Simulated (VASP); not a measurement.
Here is a VASP 6.6.1 calculation.

INCAR

```
SYSTEM = SiGe3
PREC = Accurate ; ENCUT = 600
EDIFF = 1E-6 ; ISMEAR = 0
SIGMA = 0.1 ; LREAL = .False.
LASPH = .True. ; NELM = 60
ALGO = Normal ; ISIF = 3
LWAVE = .False. ; LCHARG = .False.
GGA = PE ; IBRION = 2
NSW = 90 ; EDIFFG = -0.04
```

Contents of KPOINTS:

```
regular mesh
0
Gamma
  6 6 2
  0 0 0
```

POSCAR

```
SiGe3
1.0
    2.9559021900      0.0000000000      0.0000000000
    0.0000000000      2.9559021900      0.0000000000
    0.0000000000      0.0000000000      8.3605539500
Si Ge
1 3
Direct
    0.5000000000      0.5000000000      0.5000000000
    0.0000000000      0.0000000000      0.7500000000
    0.5000000000      0.5000000000      0.0000000000
    0.0000000000      0.0000000000      0.2500000000
```

Potentials or basis: VASP PAW PBE potentials, release 64 (Si, Ge_d).

Command:

```console
$ cat potpaw_PBE.64/Si/POTCAR potpaw_PBE.64/Ge_d/POTCAR > POTCAR
$ mpirun -np 1 vasp_std > vasp.out
```

Q: What does it give for the space group after relaxing (to 0.1 Å)?

A: P4/mmm (No. 123).

Q: Predict the relaxed volume.

A: 18.55 Å³/atom.

Q: What does it give for the relaxed cell?

A: a = 2.935 Å, b = 2.935 Å, c = 8.613 Å, α = 90.00°, β = 90.00°, γ = 90.00°.

Final structure:
```
Si Ge
1.0
     2.93529    0.00000    0.00000
     0.00000    2.93529    0.00000
     0.00000    0.00000    8.61311
Si Ge
1 3
Cartesian
  1.4676 1.4676 4.3066
  0.0000 0.0000 6.2108
  1.4676 1.4676 0.0000
  0.0000 0.0000 2.4023
```

Caveat: the k points lie up to 0.36 Å⁻¹ apart in the final cell; the highest band is partly filled, so the run has too few bands.
